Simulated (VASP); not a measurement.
# Rb2ScCrC6N6 (Fm-3m) in VASP: single point with PBE

Aim: the single point of Rb2ScCrC6N6 with PBE.

Everything below comes from runs of VASP 6.6.1. Logs are shortened: lines on timing, memory, paths and dates and some standing lists are left out, and cuts for length are marked.

### Step 1. The cell of the first run

The structure is cubic, space group Fm-3m (No. 225). The conventional cell has a = 10.846 Å, b = 10.846 Å, c = 10.846 Å, α = 90.00°, β = 90.00°, γ = 90.00°. Rb (site symmetry -43m) has 12 C at 3.86 Å and 12 N at 3.91 Å and 4 Sc at 4.70 Å and 4 Cr at 4.70 Å within 5.1 Å. Within 3.0 Å of Sc (site symmetry m-3m) lie 6 C at 2.29 Å. Cr (site symmetry m-3m) has 6 N at 1.95 Å within 2.6 Å. Within 1.6 Å of C (site symmetry 4mm) lie 1 N at 1.18 Å. N (site symmetry 4mm) has 1 C at 1.18 Å within 1.6 Å.

### Step 2. Single point, PBE, collinear spin, ferromagnetic start

File INCAR:

```
SYSTEM = Rb2ScCrC6N6
PREC = Accurate
ENCUT = 520
EDIFF = 1E-7
ISMEAR = 0
SIGMA = 0.1
LREAL = Auto
LASPH = .TRUE.
NELM = 150
ALGO = Normal
ISIF = 2
LWAVE = .FALSE.
LCHARG = .TRUE.
ISPIN = 2
MAGMOM = 0 0 0 3 0 0 0 0 0 0 0 0 0 0 0 0
LORBIT = 11
LMAXMIX = 4
GGA = PE
LELF = .TRUE.
LVHAR = .TRUE.
NBANDS = 66
```

File KPOINTS:

```
regular mesh
0
G
  4 4 4
  0 0 0
```

File POSCAR:

```
Rb2ScCrC6N6
1.0
    0.0000000000      5.4231790718      5.4231790718
    5.4231790718      0.0000000000      5.4231790718
    5.4231790718      5.4231790718      0.0000000000
Rb Sc Cr C N
2 1 1 6 6
Direct
    0.2500000000      0.2500000000      0.2500000000
    0.7500000000      0.7500000000      0.7500000000
    0.0000000000      0.0000000000      0.0000000000
    0.5000000000      0.5000000000      0.5000000000
    0.7886762716      0.2113237284      0.2113237284
    0.2113237284      0.7886762716      0.2113237284
    0.2113237284      0.2113237284      0.7886762716
    0.2113237284      0.7886762716      0.7886762716
    0.7886762716      0.2113237284      0.7886762716
    0.7886762716      0.7886762716      0.2113237284
    0.6797792604      0.3202207396      0.3202207396
    0.3202207396      0.6797792604      0.3202207396
    0.3202207396      0.3202207396      0.6797792604
    0.3202207396      0.6797792604      0.6797792604
    0.6797792604      0.3202207396      0.6797792604
    0.6797792604      0.6797792604      0.3202207396
```

Potentials or basis: VASP PAW PBE potentials, release 64 (Rb_sv, Sc_sv, Cr_pv, C, N).

On the command line:

```bash
cat potpaw_PBE.64/Rb_sv/POTCAR potpaw_PBE.64/Sc_sv/POTCAR potpaw_PBE.64/Cr_pv/POTCAR potpaw_PBE.64/C/POTCAR potpaw_PBE.64/N/POTCAR > POTCAR
mpirun -np 1 vasp_std > vasp.out
```

OUTCAR:

```text
SYSTEM = Rb2ScCrC6N6
   PREC = Accurate
   ENCUT = 520
   EDIFF = 1E-7
   ISMEAR = 0
   LREAL = Auto
   LASPH = .TRUE.
   NELM = 150
   ISIF = 2
   ISPIN = 2
   LORBIT = 11
   GGA = PE

 ion  position               nearest neighbor table
   1  0.250  0.250  0.250-   5 3.86   6 3.86   7 3.86   9 3.86   8 3.86  10 3.86  10 3.86   8 3.86
                             9 3.86   5 3.86   6 3.86   7 3.86   2 5.42   2 5.42   2 5.42   2 5.42
   2  0.750  0.750  0.750-   8 3.86   9 3.86  10 3.86   5 3.86   6 3.86   5 3.86   7 3.86   6 3.86
                             7 3.86  10 3.86   9 3.86   8 3.86   1 5.42   1 5.42   1 5.42   1 5.42
   3  0.000  0.000  0.000-   5 2.29   6 2.29   7 2.29   8 2.29   9 2.29  10 2.29
   4  0.500  0.500  0.500-  11 1.95  12 1.95  13 1.95  14 1.95  15 1.95  16 1.95
   5  0.789  0.211  0.211-  11 1.18   3 2.29   1 3.86   2 3.86   2 3.86   1 3.86
   6  0.211  0.789  0.211-  12 1.18   3 2.29   1 3.86   2 3.86   2 3.86   1 3.86
   7  0.211  0.211  0.789-  13 1.18   3 2.29   1 3.86   2 3.86   2 3.86   1 3.86
   8  0.211  0.789  0.789-  14 1.18   3 2.29   2 3.86   1 3.86   1 3.86   2 3.86
   9  0.789  0.211  0.789-  15 1.18   3 2.29   2 3.86   1 3.86   1 3.86   2 3.86
  10  0.789  0.789  0.211-  16 1.18   3 2.29   2 3.86   1 3.86   1 3.86   2 3.86
  11  0.680  0.320  0.320-   5 1.18   4 1.95
  12  0.320  0.680  0.320-   6 1.18   4 1.95
  13  0.320  0.320  0.680-   7 1.18   4 1.95
  14  0.320  0.680  0.680-   8 1.18   4 1.95
  15  0.680  0.320  0.680-   9 1.18   4 1.95
  16  0.680  0.680  0.320-  10 1.18   4 1.95

  LATTYP: Found a face centered cubic cell.
 ALAT       =    10.8463581436

  Lattice vectors:

 A1 = (   0.0000000000,   5.4231790718,   5.4231790718)
 A2 = (   5.4231790718,   0.0000000000,   5.4231790718)
 A3 = (   5.4231790718,   5.4231790718,   0.0000000000)

Analysis of symmetry for initial positions (statically):
=====================================================================
 Subroutine PRICEL returns:
 Original cell was already a primitive cell.

 Routine SETGRP: Setting up the symmetry group for a
 face centered cubic supercell.

 Subroutine GETGRP returns: Found 48 space group operations
 (whereof 48 operations were pure point group operations)
 out of a pool of 48 trial point group operations.

The static configuration has the point symmetry O_h .

Analysis of symmetry for dynamics (positions and initial velocities):
=====================================================================
 Subroutine PRICEL returns:
 Original cell was already a primitive cell.

 Routine SETGRP: Setting up the symmetry group for a
 face centered cubic supercell.

 Subroutine GETGRP returns: Found 48 space group operations
 (whereof 48 operations were pure point group operations)
 out of a pool of 48 trial point group operations.

The dynamic configuration has the point symmetry O_h .

Analysis of structural, dynamic, and magnetic symmetry:
=====================================================================
 Subroutine PRICEL returns:
 Original cell was already a primitive cell.

 Routine SETGRP: Setting up the symmetry group for a
 face centered cubic supercell.

 Subroutine GETGRP returns: Found 48 space group operations
 (whereof 48 operations were pure point group operations)
 out of a pool of 48 trial point group operations.

The overall configuration has the point symmetry O_h .

 Subroutine INISYM returns: Found 48 space group operations
 (whereof 48 operations are pure point group operations),
 and found     1 'primitive' translations

----------------------------------------------------------------------------------------

                                     Primitive cell

  volume of cell :     319.0008

  direct lattice vectors                    reciprocal lattice vectors
     0.000000000  5.423179072  5.423179072    -0.092196845  0.092196845  0.092196845
     5.423179072  0.000000000  5.423179072     0.092196845 -0.092196845  0.092196845
     5.423179072  5.423179072  0.000000000     0.092196845  0.092196845 -0.092196845

  length of vectors
     7.669533395  7.669533395  7.669533395     0.159689620  0.159689620  0.159689620

  position of ions in fractional coordinates (direct lattice)
     0.250000000  0.250000000  0.250000000
     0.750000000  0.750000000  0.750000000
     0.000000000  0.000000000  0.000000000
[... 76 lines left out ...]
   NGXF,Y,Z  is equivalent  to a cutoff of  26.01, 26.01, 26.01 a.u.
 SYSTEM =  Rb2ScCrC6N6
   PREC   = accura    normal or accurate (medium, high low for compatibility)
   ISTART =      0    job   : 0-new  1-cont  2-samecut
   ICHARG =      2    charge: 1-file 2-atom 10-const
   ISPIN  =      2    spin polarized calculation?
   LNONCOLLINEAR =      F non collinear calculations
   LSORBIT =      F    spin-orbit coupling
   LASPH  =      T    aspherical Exc in radial PAW
   ENCUT  =  520.0 eV  38.22 Ry    6.18 a.u.  14.26 14.26 14.26*2*pi/ulx,y,z
   NELM   =    150;   NELMIN=  2; NELMDL= -5     # of ELM steps
   EDIFF  = 0.1E-06   stopping-criterion for ELM
   LREAL  =      T    real-space projection
   EDIFFG = 0.1E-05   stopping-criterion for IOM
   NSW    =      0    number of steps for IOM
   IBRION =     -1    ionic relax: 0-MD 1-quasi-New 2-CG
   NFREE  =      0    steps in history (QN), initial steepest desc. (CG)
   ISIF   =      2    stress and relaxation
   ISYM   =      2    0-nonsym 1-usesym 2-fastsym
   POTIM  = 0.5000    time-step for ionic-motion
   TEBEG  =    0.0;   TEEND  =   0.0 temperature during run
   PSTRESS=    0.0 pullay stress
   NELECT =      95.0000    total number of electrons
   NUPDOWN=      -1.0000    fix difference up-down
   EMIN   =  10.00;   EMAX   =-10.00  energy-range for DOS
   EFERMI =   0.00;   METHOD = LEGACY
   ISMEAR =     0;   SIGMA  =   0.10  broadening in eV -4-tet -1-fermi 0-gaus
   EFERMI_NEDOS =   21; number of points for ismear=-14 and -15
   IALGO  =     38    algorithm
   IMIX   =      4    mixing-type and parameters
     AMIX     =   0.40;   BMIX     =  1.00
     AMIX_MAG =   1.60;   BMIX_MAG =  1.00
  volume/ion in A,a.u.               =      19.94       134.55
  Fermi-wavevector in a.u.,A,eV,Ry     =   1.093248  2.065939 16.261568  1.195192
  Thomas-Fermi vector in A             =   2.229530
   LORBIT       =     11    0 simple, 1 ext, 2 COOP (PROOUT), +10 PAW based schemes
   GGA     = PE    functional components
   LHFCALC =     F    Hartree Fock is set to
   AEXX    =    0.0000 exact exchange contribution
   IVDW    =     0    specifies the selected vdW correction
   LEPSILON=     F    determine dielectric tensor
   LRPA    =     F    only Hartree local field effects (RPA)
 spin polarized calculation
 Gauss-broadening in eV      SIGMA  =   0.10
  energy-cutoff  :      520.00
  volume of cell :      319.00
 maximum number of plane-waves:      8620
 NGX is ok and might be reduce to    60
   NGX = 29   NGY = 29   NGZ = 29

 number of electron      95.0000010 magnetization       1.0000099

 Free energy of the ion-electron system (eV)
  ---------------------------------------------------
  ext. energy  EPLUGINS =         0.00000000
  ---------------------------------------------------
  free energy    TOTEN  =      -125.64340491 eV

  energy without entropy =     -125.62603791  energy(sigma->0) =     -125.63472141

 E-fermi :   1.8085     XC(G=0):  -7.7782

 val. band max:        1.7761023476   @ k =  -0.2500   0.2500   0.0000
 cond. band min:       1.8111721873   @ k =   0.5000   0.0000   0.0000
 fundamental gap:      0.0350698397
 Fermi energy:         1.8084511649

 spin component 1

 k-point     1 :       0.0000    0.0000    0.0000
  band No.  band energies     occupation
      1     -47.8856      1.00000
      2     -42.3477      1.00000
      3     -42.3477      1.00000
      4     -42.3477      1.00000
      5     -26.6460      1.00000
      6     -26.6447      1.00000
[... 485 lines left out ...]
     58       5.0556      0.00000
     59       5.0556      0.00000
 Fermi energy:         1.8084511649

 spin component 2

 k-point     1 :       0.0000    0.0000    0.0000
  band No.  band energies     occupation
      1     -48.0245      1.00000
      2     -40.9985      1.00000
      3     -40.9985      1.00000
      4     -40.9985      1.00000
      5     -26.6770      1.00000
      6     -26.6770      1.00000
[... 485 lines left out ...]
     58       5.1483      0.00000
     59       5.1483      0.00000
 [bands above 59 left out]

------------------------ aborting loop because EDIFF is reached ----------------------------------------

  FORCE on cell =-STRESS in cart. coord.  units (eV):
  Direction    XX          YY          ZZ          XY          YZ          ZX
  --------------------------------------------------------------------------------------
  -------------------------------------------------------------------------------------
  Total        0.8924415      0.8924415      0.8924415      0.0000000     -0.0000000      0.0000000
  in kB        4.4822750      4.4822750      4.4822750      0.0000000     -0.0000000      0.0000000
  external PRESSURE =       4.4822750 kB  Pullay stress =       0.0000000 kB

 VOLUME and BASIS-vectors are now :
 -----------------------------------------------------------------------------
  energy-cutoff  :      520.00
  volume of cell :      319.00
      direct lattice vectors                 reciprocal lattice vectors
     0.000000000  5.423179072  5.423179072    -0.092196845  0.092196845  0.092196845
     5.423179072  0.000000000  5.423179072     0.092196845 -0.092196845  0.092196845
     5.423179072  5.423179072  0.000000000     0.092196845  0.092196845 -0.092196845

 POSITION                                       TOTAL-FORCE (eV/Angst)
 -----------------------------------------------------------------------------------
      2.71159      2.71159      2.71159        -0.000000      0.000000     -0.000000
      8.13477      8.13477      8.13477        -0.000000      0.000000     -0.000000
      0.00000      0.00000      0.00000        -0.000000      0.000000     -0.000000
      5.42318      5.42318      5.42318        -0.000000      0.000000     -0.000000
      2.29209      5.42318      5.42318        -0.305626      0.000000     -0.000000
      5.42318      2.29209      5.42318        -0.000000     -0.305626     -0.000000
[... 8 lines left out ...]
      5.42318      7.37313      5.42318        -0.000000     -0.305114     -0.000000
      5.42318      5.42318      7.37313        -0.000000      0.000000     -0.305114
 -----------------------------------------------------------------------------------
    total drift:                                0.000000      0.000000      0.000000

  FREE ENERGIE OF THE ION-ELECTRON SYSTEM (eV)
  ---------------------------------------------------
  free  energy   TOTEN  =      -125.6434049075 eV

  energy  without entropy=     -125.6260379135  energy(sigma->0) =     -125.63472141

 total charge

# of ion       s       p       d       tot
------------------------------------------
    1        1.931   5.353   0.005   7.290
    2        1.931   5.353   0.005   7.290
    3        2.199   6.241   0.996   9.436
    4        0.324   6.443   4.255  11.022
    5        0.961   1.615   0.000   2.576
    6        0.961   1.615   0.000   2.576
[... 8 lines left out ...]
   15        1.309   2.581   0.000   3.889
   16        1.309   2.581   0.000   3.889
--------------------------------------------------
tot         20.002  48.564   5.262  73.829

 magnetization (x)

# of ion       s       p       d       tot
------------------------------------------
    1       -0.000  -0.000  -0.000  -0.001
    2       -0.000  -0.000  -0.000  -0.001
    3       -0.002  -0.004  -0.162  -0.168
    4        0.008   0.015   1.328   1.350
    5        0.002   0.016   0.000   0.018
    6        0.002   0.016   0.000   0.018
[... 8 lines left out ...]
   15       -0.003  -0.032   0.000  -0.035
   16       -0.003  -0.032   0.000  -0.035
--------------------------------------------------
tot         -0.005  -0.083   1.166   1.078
```

Wall time 29 min (1 thread of Intel Xeon 8259CL, shared host); peak memory 0.79 GiB.

Results:

```yaml
Free_energy: -125.6434 eV
Pressure: 0.4 GPa
Largest_force: 0.306 eV/Å
Band_gap_on_the_k_mesh: zero (filled and empty bands overlap)
Net_moment: 1.00 μB per cell
Site_moments: Rb -0.00; Sc -0.17; Cr +1.35; C +0.02; N -0.04 μB
Valence_electrons_inside_the_program's_atomic_spheres: Rb 7.29; Sc 9.44; Cr 11.02; C 2.58; N 3.89
```

Forces in eV/Å, atoms in the order of the input:
```
Rb   0.000  0.000  0.000
Rb   0.000  0.000  0.000
Sc   0.000  0.000  0.000
Cr   0.000  0.000  0.000
C   -0.306  0.000  0.000
C    0.000 -0.306  0.000
C    0.000  0.000 -0.306
C    0.306  0.000  0.000
C    0.000  0.306  0.000
C    0.000  0.000  0.306
N    0.305  0.000  0.000
N    0.000  0.305  0.000
N    0.000  0.000  0.305
N   -0.305  0.000  0.000
N    0.000 -0.305  0.000
N    0.000  0.000 -0.305
```

Caveat: a cell with one magnetic atom can't hold antiferromagnetic order, which such compounds often take. With open d or f shells a metallic result of PBE can be an artefact of self-interaction; +U or a hybrid may open a gap.

The gap in the log of VASP goes by the Fermi energy; the results here count the filled bands.